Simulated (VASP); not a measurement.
# MgS (P6_3mc) in VASP: further runs

Runs on MgS. Level: PBEsol. Tasks: single point, relaxation of cell and atoms.

Program: VASP 6.6.1. These are calculated values, not measurements. Logs are shortened: lines on timing, memory, paths and dates and some standing lists are left out, and cuts for length are marked.

## Step 1: The cell of the first run

It takes space group P6_3mc (No. 186, hexagonal). Conventional cell: a = 4.028 Å, b = 4.028 Å, c = 6.421 Å, α = 90.00°, β = 90.00°, γ = 120.00°. Within 3.2 Å of Mg (site symmetry 3m) lie 4 S at 2.45 Å. Within 3.2 Å of S (site symmetry 3m) lie 4 Mg at 2.45 Å.

## Step 2: Single point, PBEsol

INCAR

```
SYSTEM = MgS
PREC = Accurate ; ENCUT = 520
EDIFF = 1E-7 ; ISMEAR = -1
SIGMA = 0.03 ; LREAL = .False.
LASPH = .True. ; NELM = 80
ALGO = Normal ; ISIF = 2
LWAVE = .False. ; LCHARG = .False.
GGA = PS ; NBANDS = 16
```

KPOINTS

```
regular mesh
0
Gamma
  6 6 4
  0 0 0
```

POSCAR

```
MgS
1.0
    4.0275873647      0.0000000000      0.0000000000
   -2.0137936823      3.4879929738      0.0000000000
    0.0000000000      0.0000000000      6.4205862611
Mg S
2 2
Direct
    0.3333333333      0.6666666667     -0.0036099304
    0.6666666667      0.3333333333      0.4963900696
    0.3333333333      0.6666666667      0.3786099304
    0.6666666667      0.3333333333      0.8786099304
```

Potentials or basis: VASP PAW PBE potentials, release 64 (Mg, S).

On the command line:

```console
$ cat potpaw_PBE.64/Mg/POTCAR potpaw_PBE.64/S/POTCAR > POTCAR
$ mpirun -np 1 vasp_std > vasp.out
```

OUTCAR:

```text
SYSTEM = MgS
   PREC = Accurate
   ENCUT = 520
   EDIFF = 1E-7
   ISMEAR = -1
   LREAL = .False.
   LASPH = .True.
   NELM = 80
   ISIF = 2
   GGA = PS

 ion  position               nearest neighbor table
   1  0.333  0.667  0.996-   4 2.45   4 2.45   4 2.45   3 2.45
   2  0.667  0.333  0.496-   3 2.45   3 2.45   3 2.45   4 2.45
   3  0.333  0.667  0.379-   2 2.45   2 2.45   2 2.45   1 2.45
   4  0.667  0.333  0.879-   1 2.45   1 2.45   1 2.45   2 2.45

  LATTYP: Found a hexagonal cell.
 ALAT       =     4.0275873647
 C/A-ratio  =     1.5941519525

  Lattice vectors:

 A1 = (   4.0275873647,   0.0000000000,   0.0000000000)
 A2 = (  -2.0137936823,   3.4879929738,   0.0000000000)
 A3 = (   0.0000000000,   0.0000000000,   6.4205862611)

Analysis of symmetry for initial positions (statically):
=====================================================================
 Subroutine PRICEL returns:
 Original cell was already a primitive cell.

 Routine SETGRP: Setting up the symmetry group for a
 hexagonal supercell.

 Subroutine GETGRP returns: Found 12 space group operations
 (whereof  6 operations were pure point group operations)
 out of a pool of 24 trial point group operations.

The static configuration has the point symmetry C_3v.
 The point group associated with its full space group is C_6v.

Analysis of symmetry for dynamics (positions and initial velocities):
=====================================================================
 Subroutine PRICEL returns:
 Original cell was already a primitive cell.

 Routine SETGRP: Setting up the symmetry group for a
 hexagonal supercell.

 Subroutine GETGRP returns: Found 12 space group operations
 (whereof  6 operations were pure point group operations)
 out of a pool of 24 trial point group operations.

The dynamic configuration has the point symmetry C_3v.
 The point group associated with its full space group is C_6v.

 Subroutine INISYM returns: Found 12 space group operations
 (whereof  6 operations are pure point group operations),
 and found     1 'primitive' translations

----------------------------------------------------------------------------------------

                                     Primitive cell

  volume of cell :      90.1977

  direct lattice vectors                    reciprocal lattice vectors
     4.027587365  0.000000000  0.000000000     0.248287600  0.143348913  0.000000000
    -2.013793682  3.487992974  0.000000000     0.000000000  0.286697825  0.000000000
     0.000000000  0.000000000  6.420586261     0.000000000  0.000000000  0.155749017

  length of vectors
     4.027587365  4.027587365  6.420586261     0.286697825  0.286697825  0.155749017

  position of ions in fractional coordinates (direct lattice)
     0.333333333  0.666666667  0.996390070
     0.666666667  0.333333333  0.496390070
     0.333333333  0.666666667  0.378609930
     0.666666667  0.333333333  0.878609930

  ion indices of the primitive-cell ions
   primitive index   ion index
                 1           1
                 2           2
                 3           3
                 4           4

----------------------------------------------------------------------------------------

 KPOINTS: regular mesh

Automatic generation of k-mesh.
 Grid dimensions read from file:
 generate k-points for:    6    6    4

 Generating k-lattice:

  Cartesian coordinates                     Fractional coordinates (reciprocal lattice)
     0.041381267  0.023891485  0.000000000     0.166666667 -0.000000000  0.000000000
     0.000000000  0.047782971  0.000000000     0.000000000  0.166666667  0.000000000
     0.000000000  0.000000000  0.038937254     0.000000000  0.000000000  0.250000000

  Length of vectors
     0.047782971  0.047782971  0.038937254

  Shift w.r.t. Gamma in fractional coordinates (k-lattice)
     0.000000000  0.000000000  0.000000000

 Subroutine IBZKPT returns following result:
 ===========================================

 Found     21 irreducible k-points:

 Following reciprocal coordinates:
            Coordinates               Weight
  0.000000  0.000000  0.000000      1.000000
  0.166667  0.000000  0.000000      6.000000
  0.333333  0.000000  0.000000      6.000000
  0.500000 -0.000000  0.000000      3.000000
  0.166667  0.166667  0.000000      6.000000
  0.333333  0.166667  0.000000     12.000000
[... 13 lines left out ...]
  0.333333  0.166667  0.500000     12.000000
  0.333333  0.333333  0.500000      2.000000
   k-points           NKPTS =     21   k-points in BZ     NKDIM =     21   number of bands    NBANDS=     16
   number of dos      NEDOS =    301   number of ions     NIONS =      4
   total plane-waves  NPLWV =  43200
   dimension x,y,z NGX =    30 NGY =   30 NGZ =   48
   dimension x,y,z NGXF=    60 NGYF=   60 NGZF=   96
   ions per type =               2   2
   NGX,Y,Z   is equivalent  to a cutoff of  12.38, 12.38, 12.43 a.u.
   NGXF,Y,Z  is equivalent  to a cutoff of  24.77, 24.77, 24.86 a.u.
 SYSTEM =  MgS
   PREC   = accura    normal or accurate (medium, high low for compatibility)
   ISTART =      0    job   : 0-new  1-cont  2-samecut
   ICHARG =      2    charge: 1-file 2-atom 10-const
   ISPIN  =      1    spin polarized calculation?
   LNONCOLLINEAR =      F non collinear calculations
   LSORBIT =      F    spin-orbit coupling
   LASPH  =      T    aspherical Exc in radial PAW
   ENCUT  =  520.0 eV  38.22 Ry    6.18 a.u.   7.49  7.49 11.94*2*pi/ulx,y,z
   NELM   =     80;   NELMIN=  2; NELMDL= -5     # of ELM steps
   EDIFF  = 0.1E-06   stopping-criterion for ELM
   LREAL  =      F    real-space projection
   EDIFFG = 0.1E-05   stopping-criterion for IOM
   NSW    =      0    number of steps for IOM
   IBRION =     -1    ionic relax: 0-MD 1-quasi-New 2-CG
   NFREE  =      0    steps in history (QN), initial steepest desc. (CG)
   ISIF   =      2    stress and relaxation
   ISYM   =      2    0-nonsym 1-usesym 2-fastsym
   POTIM  = 0.5000    time-step for ionic-motion
   TEBEG  =    0.0;   TEEND  =   0.0 temperature during run
   PSTRESS=    0.0 pullay stress
   NELECT =      16.0000    total number of electrons
   NUPDOWN=      -1.0000    fix difference up-down
   EMIN   =  10.00;   EMAX   =-10.00  energy-range for DOS
   EFERMI =   0.00;   METHOD = LEGACY
   ISMEAR =    -1;   SIGMA  =   0.03  broadening in eV -4-tet -1-fermi 0-gaus
   EFERMI_NEDOS =   21; number of points for ismear=-14 and -15
   IALGO  =     38    algorithm
   IMIX   =      4    mixing-type and parameters
     AMIX     =   0.40;   BMIX     =  1.00
     AMIX_MAG =   1.60;   BMIX_MAG =  1.00
  volume/ion in A,a.u.               =      22.55       152.17
  Fermi-wavevector in a.u.,A,eV,Ry     =   0.919849  1.738262 11.512184  0.846122
  Thomas-Fermi vector in A             =   2.045088
   LORBIT       =      0    0 simple, 1 ext, 2 COOP (PROOUT), +10 PAW based schemes
   GGA     = PS    functional components
   LHFCALC =     F    Hartree Fock is set to
   AEXX    =    0.0000 exact exchange contribution
   IVDW    =     0    specifies the selected vdW correction
   LEPSILON=     F    determine dielectric tensor
   LRPA    =     F    only Hartree local field effects (RPA)
 non-spin polarized calculation
  energy-cutoff  :      520.00
  volume of cell :       90.20
 maximum number of plane-waves:      2451
 NGX is ok and might be reduce to    30
   NGX = 15   NGY = 15   NGZ = 23

 number of electron      16.0000003 magnetization

 Free energy of the ion-electron system (eV)
  ---------------------------------------------------
  ext. energy  EPLUGINS =         0.00000000
  ---------------------------------------------------
  free energy    TOTEN  =       -17.87217949 eV

  energy without entropy =      -17.87217949  energy(sigma->0) =      -17.87217949

 E-fermi :   1.7588     XC(G=0):  -8.5902

 val. band max:        1.1596048971   @ k =   0.0000   0.0000   0.0000
 cond. band min:       4.4668302020   @ k =   0.0000   0.0000   0.0000
 fundamental gap:      3.3072253050
 Fermi energy:         1.7588053439

 k-point     1 :       0.0000    0.0000    0.0000
  band No.  band energies     occupation
      1     -10.2609      2.00000
      2      -9.5085      2.00000
      3      -2.1330      2.00000
      4       0.5857      2.00000
      5       0.5857      2.00000
      6       1.0130      2.00000
[... 8 lines left out ...]
     15       9.6089      0.00000
     16      10.1544      0.00000

 k-point     2 :       0.1667    0.0000    0.0000
  band No.  band energies     occupation
      1     -10.1249      2.00000
      2      -9.4437      2.00000
      3      -1.9160      2.00000
      4      -0.1956      2.00000
      5       0.2078      2.00000
      6       0.3747      2.00000
[... 8 lines left out ...]
     15       9.7556      0.00000
     16       9.7937      0.00000

 k-point     3 :       0.3333    0.0000    0.0000
  band No.  band energies     occupation
      1      -9.8005      2.00000
      2      -9.3357      2.00000
      3      -1.4843      2.00000
      4      -1.2391      2.00000
      5      -0.8538      2.00000
      6       0.0417      2.00000
[... 8 lines left out ...]
     15       9.7310      0.00000
     16      11.2182      0.00000

 k-point     4 :       0.5000   -0.0000    0.0000
  band No.  band energies     occupation
      1      -9.5757      2.00000
      2      -9.3263      2.00000
      3      -1.9077      2.00000
      4      -1.3199      2.00000
      5      -0.7651      2.00000
      6      -0.0998      2.00000
[... 8 lines left out ...]
     15      10.1585      0.00000
     16      12.1358      0.00000
[... 267 lines left out ...]
 k-point    19 :       0.1667    0.1667    0.5000
  band No.  band energies     occupation
      1      -9.6372      2.00000
      2      -9.6372      2.00000
      3      -1.3516      2.00000
      4      -1.3516      2.00000
      5       0.1104      2.00000
      6       0.1104      2.00000
[... 8 lines left out ...]
     15       9.9909      0.00000
     16       9.9909      0.00000

 k-point    20 :       0.3333    0.1667    0.5000
  band No.  band energies     occupation
      1      -9.4501      2.00000
      2      -9.4501      2.00000
      3      -1.8054      2.00000
      4      -1.8054      2.00000
      5      -0.3089      2.00000
      6      -0.3089      2.00000
[... 8 lines left out ...]
     15      10.4677      0.00000
     16      10.4677      0.00000

 k-point    21 :       0.3333    0.3333    0.5000
  band No.  band energies     occupation
      1      -9.3856      2.00000
      2      -9.3856      2.00000
      3      -1.6857      2.00000
      4      -1.6857      2.00000
      5      -0.8824      2.00000
      6      -0.8824      2.00000
[... 8 lines left out ...]
     15      10.3720      0.00000
     16      10.3720      0.00000

------------------------ aborting loop because EDIFF is reached ----------------------------------------

  FORCE on cell =-STRESS in cart. coord.  units (eV):
  Direction    XX          YY          ZZ          XY          YZ          ZX
  --------------------------------------------------------------------------------------
  -------------------------------------------------------------------------------------
  Total       -0.0467375     -0.0467375     -0.0607626     -0.0000000     -0.0000000      0.0000000
  in kB       -0.8301969     -0.8301969     -1.0793243     -0.0000000     -0.0000000      0.0000000
  external PRESSURE =      -0.9132394 kB  Pullay stress =       0.0000000 kB

 VOLUME and BASIS-vectors are now :
 -----------------------------------------------------------------------------
  energy-cutoff  :      520.00
  volume of cell :       90.20
      direct lattice vectors                 reciprocal lattice vectors
     4.027587365  0.000000000  0.000000000     0.248287600  0.143348913  0.000000000
    -2.013793682  3.487992974  0.000000000     0.000000000  0.286697825  0.000000000
     0.000000000  0.000000000  6.420586261     0.000000000  0.000000000  0.155749017

 POSITION                                       TOTAL-FORCE (eV/Angst)
 -----------------------------------------------------------------------------------
     -0.00000      2.32533      6.39741        -0.000000      0.000000      0.003174
      2.01379      1.16266      3.18712        -0.000000      0.000000      0.003174
     -0.00000      2.32533      2.43090        -0.000000     -0.000000     -0.003174
      2.01379      1.16266      5.64119         0.000000      0.000000     -0.003174
 -----------------------------------------------------------------------------------
    total drift:                               -0.000000      0.000000      0.000270

  FREE ENERGIE OF THE ION-ELECTRON SYSTEM (eV)
  ---------------------------------------------------
  free  energy   TOTEN  =       -17.8721794868 eV

  energy  without entropy=      -17.8721794867  energy(sigma->0) =      -17.87217949
```

Wall time 26 s (1 thread of Intel Xeon Platinum 8488C (Sapphire Rapids), shared host); peak memory 0.2 GiB.

What came out:

```
Free energy            : -17.8722 eV
Pressure               : -0.1 GPa
Largest force          : 0.003 eV/Å
Band gap on the k mesh : 3.31 eV, direct
```

Forces on the atoms (eV/Å):
```
Mg   0.000  0.000  0.003
Mg   0.000  0.000  0.003
S    0.000  0.000 -0.003
S    0.000  0.000 -0.003
```

Levels at points of the mesh, in eV from the valence-band top:
```csv
k point,band 6,band 7,band 8,band 9,band 10,band 11
"(0.00, 0.00, 0.00)",-0.15,-0.15,0.00,3.31,4.59,7.41
"(0.50, 0.00, 0.00)",-1.26,-0.96,-0.47,4.60,5.07,5.71
"(0.00, 0.00, 0.50)",-0.37,-0.37,-0.37,4.81,4.81,7.52
"(0.50, 0.00, 0.50)",-0.90,-0.82,-0.82,4.51,4.51,6.21
```

Caveat: the PAW data sets were made with another functional, which shifts forces and pressure a little.

## Step 3: Relaxation of cell and atoms, PBEsol

This run uses another cell than the first one, of 19.87 Å³/atom, 0.881 times its volume.

INCAR

```
SYSTEM = MgS
ALGO = Normal
EDIFF = 1E-7
EDIFFG = -0.01
ENCUT = 600
GGA = PS
IBRION = 2
ISIF = 3
ISMEAR = -1
LASPH = .TRUE.
LCHARG = .FALSE.
LREAL = .FALSE.
LWAVE = .FALSE.
NELM = 80
NSW = 100
PREC = Accurate
SIGMA = 0.03
```

KPOINTS

```
k-points
0
G
  6 6 4
  0 0 0
```

POSCAR

```
MgS
1.0
    3.8305120598      0.0000000000      0.0000000000
   -1.9152560299      3.3173207533      0.0000000000
    0.0000000000      0.0000000000      6.2552261936
Mg S
2 2
Direct
    0.3333333333      0.6666666667      0.0000000000
    0.6666666667      0.3333333333      0.5000000000
    0.3333333333      0.6666666667      0.3750000000
    0.6666666667      0.3333333333      0.8750000000
```

Potentials or basis: VASP PAW PBE potentials, release 64 (Mg, S).

On the command line:

```console
$ cat potpaw_PBE.64/Mg/POTCAR potpaw_PBE.64/S/POTCAR > POTCAR
$ mpirun -np 1 vasp_std > vasp.out
```

It took 2 min on 1 thread of Intel Xeon Platinum 8488C (Sapphire Rapids), shared host; peak memory 0.24 GiB.

It converged, with:

- Free energy: -17.8721 eV
- Relaxed volume: 22.51 Å³/atom
- Relaxed cell: a = 4.025 Å, b = 4.025 Å, c = 6.417 Å, α = 90.00°, β = 90.00°, γ = 120.00°
- Space group after relaxing (to 0.05 Å): P6_3mc (No. 186)
- Energy gained by relaxing: 72.3 meV/atom
- Ionic steps: 10
- Pressure after relaxing: 0.0 GPa
- Band gap on the k mesh: 3.32 eV, direct

Step by step:
```csv
step,energy change (eV),largest force (eV/Å),pressure (GPa),volume (Å³)
1,0.0000,0.0689,9.51,79.49
2,-0.2595,0.0477,-2.17,93.84
3,-0.2852,0.0530,0.03,90.09
4,-0.2852,0.0527,-0.12,90.31
5,-0.2862,0.0502,-0.11,90.31
6,-0.2882,0.0443,-0.12,90.30
7,-0.2880,0.0407,-0.14,90.25
8,-0.2888,0.0423,-0.13,90.28
9,-0.2888,0.0363,0.17,89.81
10,-0.2892,0.0018,0.02,90.04
```

Final structure:
```
Mg S
1.0
     4.02505    0.00000    0.00000
    -2.01253    3.48580    0.00000
     0.00000    0.00000    6.41722
Mg S
2 2
Direct
  0.33333 0.66667 0.99647
  0.66667 0.33333 0.49647
  0.33333 0.66667 0.37853
  0.66667 0.33333 0.87853
```

Levels at points of the mesh, in eV from the valence-band top:
| k point | band 5 | band 6 | band 7 | band 8 | band 9 | band 10 | band 11 | band 12 |
| --- | --- | --- | --- | --- | --- | --- | --- | --- |
| (0.00, 0.00, 0.00) | -0.57 | -0.14 | -0.14 | 0.00 | 3.32 | 4.60 | 7.42 | 7.42 |
| (0.50, 0.00, 0.00) | -1.93 | -1.26 | -0.96 | -0.46 | 4.60 | 5.07 | 5.72 | 7.40 |
| (0.00, 0.00, 0.50) | -0.37 | -0.37 | -0.37 | -0.37 | 4.82 | 4.82 | 7.53 | 7.53 |
| (0.50, 0.00, 0.50) | -0.90 | -0.90 | -0.82 | -0.82 | 4.51 | 4.51 | 6.21 | 6.21 |

Caveat: the PAW data sets were made with another functional, which shifts forces and pressure a little. PBEsol gaps usually lie below the measured ones, often by a third to a half.
